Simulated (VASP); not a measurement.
# Os (P6_3/mmc) in VASP: further runs

Os is run at these levels: LDA; tasks: single point.

All numbers are computed with VASP 6.6.1; they aren't measurements. Logs are shortened: lines on timing, memory, paths and dates and some standing lists are left out, and cuts for length are marked.

## (1) The cell of the first run

It takes space group P6_3/mmc (No. 194, hexagonal). The conventional cell has a = 2.687 Å, b = 2.687 Å, c = 4.247 Å, α = 90.00°, β = 90.00°, γ = 120.00°. Os (site symmetry -6m2) has 12 Os at 2.63 to 2.69 Å within 3.5 Å.

## (2) Single point, LDA

INCAR reads:

```
  ALGO = Normal
  EDIFF = 1E-6
  ENCUT = 520
  GGA = CA
  ISIF = 2
  ISMEAR = -1
  LASPH = T
  LCHARG = T
  LELF = T
  LREAL = F
  LVHAR = T
  LWAVE = F
  NBANDS = 15
  NELM = 100
  PREC = Accurate
  SIGMA = 0.05
```

KPOINTS reads:

```
k-points
0
Gamma
  20 20 12
```

POSCAR reads:

```
Os
1.0
    2.6872082119      0.0000000000      0.0000000000
   -1.3436041059      2.3271905767      0.0000000000
    0.0000000000      0.0000000000      4.2465684106
Os
2
Direct
    0.3333333333      0.6666666667      0.2500000000
    0.6666666667      0.3333333333      0.7500000000
```

Potentials or basis: VASP PAW LDA potentials, release 64 (Os).

Started as:

```sh
$ cat potpaw_LDA.64/Os/POTCAR > POTCAR
$ mpirun -np 1 vasp_std > vasp.out
```

OUTCAR:

```text
EDIFF = 1E-6
   ENCUT = 520
   GGA = CA
   ISIF = 2
   ISMEAR = -1
   LASPH = T
   LREAL = F
   NELM = 100
   PREC = Accurate

 ion  position               nearest neighbor table
   1  0.333  0.667  0.250-   2 2.63   2 2.63   2 2.63   2 2.63   2 2.63   2 2.63
   2  0.667  0.333  0.750-   1 2.63   1 2.63   1 2.63   1 2.63   1 2.63   1 2.63

  LATTYP: Found a hexagonal cell.
 ALAT       =     2.6872082119
 C/A-ratio  =     1.5802900541

  Lattice vectors:

 A1 = (   2.6872082119,   0.0000000000,   0.0000000000)
 A2 = (  -1.3436041059,   2.3271905767,   0.0000000000)
 A3 = (   0.0000000000,   0.0000000000,   4.2465684106)

Analysis of symmetry for initial positions (statically):
=====================================================================
 Subroutine PRICEL returns:
 Original cell was already a primitive cell.

 Routine SETGRP: Setting up the symmetry group for a
 hexagonal supercell.

 Subroutine GETGRP returns: Found 24 space group operations
 (whereof 12 operations were pure point group operations)
 out of a pool of 24 trial point group operations.

The static configuration has the point symmetry D_3d.
 The point group associated with its full space group is D_6h.

Analysis of symmetry for dynamics (positions and initial velocities):
=====================================================================
 Subroutine PRICEL returns:
 Original cell was already a primitive cell.

 Routine SETGRP: Setting up the symmetry group for a
 hexagonal supercell.

 Subroutine GETGRP returns: Found 24 space group operations
 (whereof 12 operations were pure point group operations)
 out of a pool of 24 trial point group operations.

The dynamic configuration has the point symmetry D_3d.
 The point group associated with its full space group is D_6h.

 Subroutine INISYM returns: Found 24 space group operations
 (whereof 12 operations are pure point group operations),
 and found     1 'primitive' translations

----------------------------------------------------------------------------------------

                                     Primitive cell

  volume of cell :      26.5565

  direct lattice vectors                    reciprocal lattice vectors
     2.687208212  0.000000000  0.000000000     0.372133427  0.214851334  0.000000000
    -1.343604106  2.327190577  0.000000000     0.000000000  0.429702668  0.000000000
     0.000000000  0.000000000  4.246568411     0.000000000  0.000000000  0.235484255

  length of vectors
     2.687208212  2.687208212  4.246568411     0.429702668  0.429702668  0.235484255

  position of ions in fractional coordinates (direct lattice)
     0.333333333  0.666666667  0.250000000
     0.666666667  0.333333333  0.750000000

  ion indices of the primitive-cell ions
   primitive index   ion index
                 1           1
                 2           2

----------------------------------------------------------------------------------------

 KPOINTS: k-points

Automatic generation of k-mesh.
 Grid dimensions read from file:
 generate k-points for:   20   20   12

 Generating k-lattice:

  Cartesian coordinates                     Fractional coordinates (reciprocal lattice)
     0.018606671  0.010742567  0.000000000     0.050000000 -0.000000000  0.000000000
     0.000000000  0.021485133  0.000000000     0.000000000  0.050000000  0.000000000
     0.000000000  0.000000000  0.019623688     0.000000000  0.000000000  0.083333333

  Length of vectors
     0.021485133  0.021485133  0.019623688

  Shift w.r.t. Gamma in fractional coordinates (k-lattice)
     0.000000000  0.000000000  0.000000000

 Subroutine IBZKPT returns following result:
 ===========================================

 Found    308 irreducible k-points:

 Following reciprocal coordinates:
            Coordinates               Weight
  0.000000  0.000000  0.000000      1.000000
  0.050000 -0.000000  0.000000      6.000000
  0.100000 -0.000000  0.000000      6.000000
  0.150000  0.000000  0.000000      6.000000
  0.200000 -0.000000  0.000000      6.000000
  0.250000 -0.000000  0.000000      6.000000
[... 16 lines left out ...]
  0.200000  0.100000  0.000000     12.000000
  0.250000  0.100000  0.000000     12.000000
 [... further k-points ...]
   k-points           NKPTS =    308   k-points in BZ     NKDIM =    308   number of bands    NBANDS=     15
   number of dos      NEDOS =    301   number of ions     NIONS =      2
   total plane-waves  NPLWV =  12800
   dimension x,y,z NGX =    20 NGY =   20 NGZ =   32
   dimension x,y,z NGXF=    40 NGYF=   40 NGZF=   64
   ions per type =               2
   NGX,Y,Z   is equivalent  to a cutoff of  12.37, 12.37, 12.53 a.u.
   NGXF,Y,Z  is equivalent  to a cutoff of  24.75, 24.75, 25.05 a.u.
 SYSTEM =  unknown system
   PREC   = accura    normal or accurate (medium, high low for compatibility)
   ISTART =      0    job   : 0-new  1-cont  2-samecut
   ICHARG =      2    charge: 1-file 2-atom 10-const
[... 34 lines left out ...]
   IVDW    =     0    specifies the selected vdW correction
   LEPSILON=     F    determine dielectric tensor
   LRPA    =     F    only Hartree local field effects (RPA)
 non-spin polarized calculation
  energy-cutoff  :      520.00
  volume of cell :       26.56
 maximum number of plane-waves:       732
 NGX is ok and might be reduce to    20
   NGX =  9   NGY =  9   NGZ = 15

 number of electron      16.0000000 magnetization

 Free energy of the ion-electron system (eV)
  ---------------------------------------------------
  ext. energy  EPLUGINS =         0.00000000
  ---------------------------------------------------
  free energy    TOTEN  =       -25.26868395 eV

  energy without entropy =      -25.26128570  energy(sigma->0) =      -25.26498483

 E-fermi :  10.2519     XC(G=0): -14.4756

 val. band max:       10.2514886544   @ k =   0.4000   0.1500   0.3333
 cond. band min:      10.2650430596   @ k =   0.3000   0.0000   0.0833
 fundamental gap:      0.0135544052
 Fermi energy:        10.2518545742

 k-point     1 :       0.0000    0.0000    0.0000
  band No.  band energies     occupation
      1      -1.1249      2.00000
      2       1.9389      2.00000
      3       6.8928      2.00000
      4       6.8928      2.00000
      5       7.1671      2.00000
      6       7.8067      2.00000
      7       7.8067      2.00000
      8       8.5210      2.00000
      9       8.5210      2.00000
     10      10.3791      0.14552
     11      12.0270      0.00000
     12      12.0270      0.00000
     13      19.9276      0.00000
     14      24.3042      0.00000
     15      27.0782      0.00000

 k-point     2 :       0.0500   -0.0000    0.0000
  band No.  band energies     occupation
      1      -1.0165      2.00000
      2       2.0358      2.00000
      3       6.6265      2.00000
      4       6.9889      2.00000
      5       7.4034      2.00000
      6       7.7390      2.00000
      7       7.8970      2.00000
      8       8.3922      2.00000
      9       8.4406      2.00000
     10       9.7926      1.99980
     11      12.0851      0.00000
     12      12.7671      0.00000
     13      19.9251      0.00000
     14      24.5362      0.00000
     15      27.2225      0.00000

 k-point     3 :       0.1000   -0.0000    0.0000
  band No.  band energies     occupation
      1      -0.6992      2.00000
      2       2.3105      2.00000
      3       6.2247      2.00000
      4       7.2745      2.00000
      5       7.5229      2.00000
      6       7.7803      2.00000
      7       7.8968      2.00000
      8       8.1643      2.00000
      9       8.2231      2.00000
     10       9.0854      2.00000
     11      12.2366      0.00000
     12      14.0493      0.00000
     13      19.8984      0.00000
     14      25.1888      0.00000
     15      27.6150      0.00000
[... 343 lines left out ...]
 k-point    23 :       0.2000    0.1000    0.0000
  band No.  band energies     occupation
      1       1.4278      2.00000
      2       3.5807      2.00000
      3       5.1204      2.00000
      4       5.1872      2.00000
      5       6.8703      2.00000
      6       6.9591      2.00000
      7       8.3127      2.00000
      8       9.0659      2.00000
      9       9.5904      2.00000
     10      10.5226      0.00886
     11      12.7140      0.00000
     12      18.7977      0.00000
     13      19.4157      0.00000
     14      24.9557      0.00000
     15      26.2543      0.00000

 k-point    24 :       0.2500    0.1000    0.0000
  band No.  band energies     occupation
      1       2.1019      2.00000
      2       3.4871      2.00000
      3       4.5303      2.00000
      4       5.3463      2.00000
      5       6.6472      2.00000
      6       7.1178      2.00000
      7       8.0473      2.00000
      8       9.6931      1.99997
      9      10.4656      0.02747
     10      11.4568      0.00000
     11      12.8175      0.00000
     12      19.2894      0.00000
     13      20.1208      0.00000
     14      23.0382      0.00000
     15      24.8974      0.00000

 [... further k-points ...]

------------------------ aborting loop because EDIFF is reached ----------------------------------------

  FORCE on cell =-STRESS in cart. coord.  units (eV):
  Direction    XX          YY          ZZ          XY          YZ          ZX
  --------------------------------------------------------------------------------------
  -------------------------------------------------------------------------------------
  Total        2.7261510      2.7261510      2.7031162      0.0000000     -0.0000000      0.0000000
  in kB      164.4709100    164.4709100    163.0812028      0.0000000     -0.0000000      0.0000000
  external PRESSURE =     164.0076743 kB  Pullay stress =       0.0000000 kB

 VOLUME and BASIS-vectors are now :
 -----------------------------------------------------------------------------
  energy-cutoff  :      520.00
  volume of cell :       26.56
      direct lattice vectors                 reciprocal lattice vectors
     2.687208212  0.000000000  0.000000000     0.372133427  0.214851334  0.000000000
    -1.343604106  2.327190577  0.000000000     0.000000000  0.429702668  0.000000000
     0.000000000  0.000000000  4.246568411     0.000000000  0.000000000  0.235484255

 POSITION                                       TOTAL-FORCE (eV/Angst)
 -----------------------------------------------------------------------------------
     -0.00000      1.55146      1.06164        -0.000000     -0.000000      0.000000
      1.34360      0.77573      3.18493         0.000000      0.000000      0.000000
 -----------------------------------------------------------------------------------
    total drift:                               -0.000000      0.000000     -0.000000

  FREE ENERGIE OF THE ION-ELECTRON SYSTEM (eV)
  ---------------------------------------------------
  free  energy   TOTEN  =       -25.2686839530 eV

  energy  without entropy=      -25.2612857047  energy(sigma->0) =      -25.26498483
```

Run time: 46 s. Hardware: 1 thread of Intel Xeon Platinum 8488C (Sapphire Rapids), shared host; peak memory 0.21 GiB.

Results:

```
Free energy            : -25.2687 eV
Pressure               : 16.4 GPa
Band gap on the k mesh : zero (bands 8 and 9 overlap by 4.29 eV)
```

Levels at points of the mesh, in eV from the Fermi level:
| k point | band 6 | band 7 | band 8 | band 9 | band 10 | band 11 |
| --- | --- | --- | --- | --- | --- | --- |
| (0.00, 0.00, 0.00) | -2.45 | -2.45 | -1.73 | -1.73 | 0.13 | 1.78 |
| (0.50, 0.00, 0.00) | -2.77 | -2.05 | 2.18 | 2.79 | 2.93 | 4.76 |
| (0.00, 0.00, 0.50) | -3.56 | -3.56 | -3.56 | 0.93 | 0.93 | 0.93 |
| (0.50, 0.00, 0.50) | -1.35 | -0.12 | -0.12 | 2.54 | 2.54 | 3.55 |

Caveat: the cell stands under pressure; spin-orbit coupling is left out, which moves the levels of the heavy elements.

## (3) Single point, LDA

This run uses another cell than the first one, of 13.41 Å³/atom.

INCAR reads:

```
PREC     = Accurate       # precision mode
ENCUT    = 520            # plane-wave cutoff, eV
EDIFF    = 1E-7           # SCF threshold, eV
ISMEAR   = -1             # smearing method
SIGMA    = 0.05           # smearing width, eV
LREAL    = F              # projectors in reciprocal space
LASPH    = T              # aspherical terms in the spheres
NELM     = 60             # most SCF steps
ALGO     = Normal         # electronic algorithm
ISIF     = 2              # what is computed and relaxed
LWAVE    = F              # write WAVECAR
LCHARG   = T              # write CHGCAR
LELF     = T              # ELF
LVHAR    = T            
NBANDS   = 15             # bands
```

KPOINTS reads:

```
regular mesh
0
Gamma
  20 20 12
```

POSCAR reads:

```
Os
1.0
    2.6964814501      0.0000000000      0.0000000000
   -1.3482407251      2.3352214366      0.0000000000
    0.0000000000      0.0000000000      4.2593930006
Os
2
Direct
    0.3333333333      0.6666666667      0.2500000000
    0.6666666667      0.3333333333      0.7500000000
```

Potentials or basis: VASP PAW LDA potentials, release 64 (Os).

Started as:

```sh
$ cat potpaw_LDA.64/Os/POTCAR > POTCAR
$ mpirun -np 1 vasp_std > vasp.out
```

Run time: 54 s. Hardware: 1 thread of Intel Xeon Platinum 8488C (Sapphire Rapids), shared host; peak memory 0.21 GiB.

The run converged. Its results:

* Free energy: -25.2919 eV
* Pressure: 11.2 GPa
* Band gap on the k mesh: zero (bands 8 and 9 overlap by 4.22 eV)

Stress tensor (GPa, compression positive):
```
11.29  0.00  0.00
 0.00 11.29  0.00
 0.00  0.00 11.15
```

Levels at points of the mesh, in eV from the Fermi level:
```tsv
k point	band 4	band 5	band 6	band 7	band 8	band 9	band 10	band 11	band 12	band 13
(0.00, 0.00, 0.00)	-3.31	-3.03	-2.41	-2.41	-1.71	-1.71	0.13	1.75	1.75	9.56
(0.50, 0.00, 0.00)	-3.83	-2.98	-2.73	-2.02	2.14	2.74	2.88	4.69	6.04	9.72
(0.00, 0.00, 0.50)	-3.79	-3.51	-3.51	-3.51	-3.51	0.92	0.92	0.92	0.92	13.79
(0.50, 0.00, 0.50)	-5.70	-1.33	-1.33	-0.12	-0.12	2.50	2.50	3.50	3.50	9.61
```

Caveat: the cell stands under pressure; spin-orbit coupling is left out, which moves the levels of the heavy elements.

## (4) Single point, LDA

This run uses another cell than the first one, of 13.49 Å³/atom.

INCAR reads:

```
  ALGO = Normal
  EDIFF = 1E-6
  ENCUT = 520
  ISIF = 2
  ISMEAR = -1
  LASPH = T
  LCHARG = F
  LREAL = F
  LWAVE = F
  NBANDS = 15
  NELM = 100
  PREC = Accurate
  SIGMA = 0.05
```

KPOINTS reads:

```
k-points
0
Gamma
  20 20 12
```

POSCAR reads:

```
Os
1.0
    2.7022176519      0.0000000000      0.0000000000
   -1.3511088260      2.3401891331      0.0000000000
    0.0000000000      0.0000000000      4.2672810860
Os
2
Direct
    0.3333333333      0.6666666667      0.2500000000
    0.6666666667      0.3333333333      0.7500000000
```

Started as:

```sh
$ cat potpaw_LDA.64/Os/POTCAR > POTCAR
$ mpirun -np 1 vasp_std > vasp.out
```

Run time: 53 s. Hardware: 1 thread of Intel Xeon Platinum 8488C (Sapphire Rapids), shared host; peak memory 0.21 GiB.

The run converged. Its results:

| Property | Result |
| --- | --- |
| Free energy | -25.3021 eV |
| Pressure | 8.2 GPa |
| Band gap on the k mesh | zero (bands 8 and 9 overlap by 4.18 eV) |

Stress tensor (GPa, compression positive):
```
8.23 0.00 0.00
0.00 8.23 0.00
0.00 0.00 8.09
```

Levels at points of the mesh, in eV from the Fermi level:
```
           k point  band 6  band 7  band 8  band 9  band 10  band 11
(0.00, 0.00, 0.00)   -2.39   -2.39   -1.70   -1.70     0.13     1.73
(0.50, 0.00, 0.00)   -2.71   -2.00    2.11    2.71     2.85     4.64
(0.00, 0.00, 0.50)   -3.48   -3.48   -3.48    0.91     0.91     0.91
(0.50, 0.00, 0.50)   -1.32   -0.13   -0.13    2.47     2.47     3.47
```

Caveat: the cell stands under pressure; spin-orbit coupling is left out, which moves the levels of the heavy elements.

## (5) Single point, LDA

This run uses another cell than the first one, of 13.58 Å³/atom.

INCAR reads:

```
ALGO = Normal
EDIFF = 1E-7
ENCUT = 520
GGA = CA
ISIF = 2
ISMEAR = -1
LASPH = True
LCHARG = True
LELF = True
LREAL = False
LVHAR = True
LWAVE = False
NBANDS = 15
NELM = 80
PREC = Accurate
SIGMA = 0.05
```

KPOINTS is that of step 4.

POSCAR reads:

```
Os
1.0
    2.7082030146      0.0000000000      0.0000000000
   -1.3541015073      2.3453726092      0.0000000000
    0.0000000000      0.0000000000      4.2755103225
Os
2
Direct
    0.3333333333      0.6666666667      0.2500000000
    0.6666666667      0.3333333333      0.7500000000
```

Started as:

```sh
$ cat potpaw_LDA.64/Os/POTCAR > POTCAR
$ mpirun -np 1 vasp_std > vasp.out
```

Wall time 53 s (1 thread of Intel Xeon Platinum 8488C (Sapphire Rapids), shared host); peak memory 0.21 GiB.

It converged, with:

```
Free energy            : -25.3095 eV
Pressure               : 5.1 GPa
Band gap on the k mesh : zero (bands 8 and 9 overlap by 4.14 eV)
```

Stress tensor (GPa, compression positive):
```
5.14 0.00 0.00
0.00 5.14 0.00
0.00 0.00 5.00
```

Levels at points of the mesh, in eV from the Fermi level:
| k point | band 5 | band 6 | band 7 | band 8 | band 9 | band 10 | band 11 | band 12 |
| --- | --- | --- | --- | --- | --- | --- | --- | --- |
| (0.00, 0.00, 0.00) | -2.97 | -2.36 | -2.36 | -1.68 | -1.68 | 0.13 | 1.72 | 1.72 |
| (0.50, 0.00, 0.00) | -2.95 | -2.68 | -1.99 | 2.09 | 2.68 | 2.82 | 4.60 | 5.94 |
| (0.00, 0.00, 0.50) | -3.45 | -3.45 | -3.45 | -3.45 | 0.90 | 0.90 | 0.90 | 0.90 |
| (0.50, 0.00, 0.50) | -1.31 | -1.31 | -0.13 | -0.13 | 2.44 | 2.44 | 3.43 | 3.43 |

Caveat: the cell stands under pressure; spin-orbit coupling is left out, which moves the levels of the heavy elements.

## (6) Single point, LDA

This run uses another cell than the first one, of 13.67 Å³/atom.

INCAR reads:

```
ALGO     = Normal         # electronic algorithm
EDIFF    = 1E-6           # SCF threshold, eV
ENCUT    = 520            # plane-wave cutoff, eV
GGA      = CA             # functional
ISIF     = 2              # what is computed and relaxed
ISMEAR   = -1             # smearing method
LASPH    = T              # aspherical terms in the spheres
LCHARG   = F              # write CHGCAR
LREAL    = F              # projectors in reciprocal space
LWAVE    = F              # write WAVECAR
NBANDS   = 15             # bands
NELM     = 80             # most SCF steps
PREC     = Accurate       # precision mode
SIGMA    = 0.05           # smearing width, eV
```

KPOINTS is that of step 5.

POSCAR reads:

```
Os
1.0
    2.7143930942      0.0000000000      0.0000000000
   -1.3571965471      2.3507333755      0.0000000000
    0.0000000000      0.0000000000      4.2839957998
Os
2
Direct
    0.3333333333      0.6666666667      0.2500000000
    0.6666666667      0.3333333333      0.7500000000
```

Potentials or basis: VASP PAW LDA potentials, release 64 (Os).

Started as:

```sh
$ cat potpaw_LDA.64/Os/POTCAR > POTCAR
$ mpirun -np 1 vasp_std > vasp.out
```

Wall time 51 s (1 thread of Intel Xeon Platinum 8488C (Sapphire Rapids), shared host); peak memory 0.21 GiB.

Results (log left out):

* Free energy: -25.3137 eV
* Pressure: 2.0 GPa
* Band gap on the k mesh: zero (bands 8 and 9 overlap by 4.10 eV)

Stress tensor (GPa, compression positive):
```
2.04 0.00 0.00
0.00 2.04 0.00
0.00 0.00 1.91
```

Levels at points of the mesh, in eV from the Fermi level:
| k point | band 5 | band 6 | band 7 | band 8 | band 9 | band 10 | band 11 | band 12 |
| --- | --- | --- | --- | --- | --- | --- | --- | --- |
| (0.00, 0.00, 0.00) | -2.94 | -2.34 | -2.34 | -1.67 | -1.67 | 0.13 | 1.70 | 1.70 |
| (0.50, 0.00, 0.00) | -2.94 | -2.66 | -1.97 | 2.06 | 2.65 | 2.79 | 4.55 | 5.89 |
| (0.00, 0.00, 0.50) | -3.42 | -3.42 | -3.42 | -3.42 | 0.88 | 0.88 | 0.88 | 0.88 |
| (0.50, 0.00, 0.50) | -1.30 | -1.30 | -0.13 | -0.13 | 2.41 | 2.41 | 3.40 | 3.40 |

Caveat: spin-orbit coupling is left out, which moves the levels of the heavy elements.

## (7) Summary

| cell | gap on the mesh (eV) | pressure (GPa) |
| --- | --- | --- |
| a = 2.687, b = 2.687, c = 4.247 Å, angles 90.0, 90.0, 120.0°, 2 atoms | none | 16.4 |
| a = 2.696, b = 2.696, c = 4.259 Å, angles 90.0, 90.0, 120.0°, 2 atoms | none | 11.2 |
| a = 2.702, b = 2.702, c = 4.267 Å, angles 90.0, 90.0, 120.0°, 2 atoms | none | 8.2 |
| a = 2.708, b = 2.708, c = 4.276 Å, angles 90.0, 90.0, 120.0°, 2 atoms | none | 5.1 |
| a = 2.714, b = 2.714, c = 4.284 Å, angles 90.0, 90.0, 120.0°, 2 atoms | none | 2.0 |

Alike in all rows: task single point; level LDA; potentials or basis VASP PAW LDA potentials, release 64 (Os); no spin polarisation; k mesh 20 × 20 × 12; cutoff (eV) 520; smearing fermi-dirac 0.05 eV.

Caveats: spin-orbit coupling is left out, which moves the levels of the heavy elements; the cell stands under pressure (at least some runs).

Total energies depend on the potentials used, so only differences within one code and one set of settings carry meaning.
